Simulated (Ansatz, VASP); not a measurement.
MoSe2: VASP beside Ansatz

```
Mo Se
1.0
     3.27620    0.00000    0.00000
    -1.63810    2.83727    0.00000
     0.00000    0.00000   12.73177
Mo Se
2 4
Cartesian
  0.0000 1.8915 3.1829
  1.6381 0.9458 9.5488
  0.0000 1.8915 7.8743
  1.6381 0.9458 1.5084
  0.0000 1.8915 11.2234
  1.6381 0.9458 4.8575
```

Alike in both runs: task relaxation of cell and atoms; functional LDA; k mesh 12 × 12 × 2; occupations gaussian, width 0.02 eV; no spin polarisation.

|  | VASP | Ansatz |
| --- | --- | --- |
| version | VASP 6.6.1 | Ansatz 0.2.0 |
| potentials or method | VASP PAW LDA potentials, release 64 (Mo_sv, Se), cutoff 500 eV | scalar-relativistic, plane waves, PAW |
| valence electrons in the cell | 52 | 92 |

Ansatz gave:

* gap on the k mesh at the Fermi level, each at its own relaxed structure (eV): 0.76
* relaxed volume (Å³/atom): 19.40
* relaxed cell length with the largest relative difference (Å): 3.248

Problem. Estimate VASP's values.

Solution. gap on the k mesh at the Fermi level, each at its own relaxed structure (eV): 0.75; relaxed volume (Å³/atom): 19.45; relaxed cell length with the largest relative difference (Å): 3.252.

LDA's correlation is that of Perdew and Zunger in VASP and of Perdew and Wang (1992) in Ansatz. VASP's potentials hold 52 valence electrons a cell and Ansatz's 92, so a difference there can come from the potentials and not from the codes.
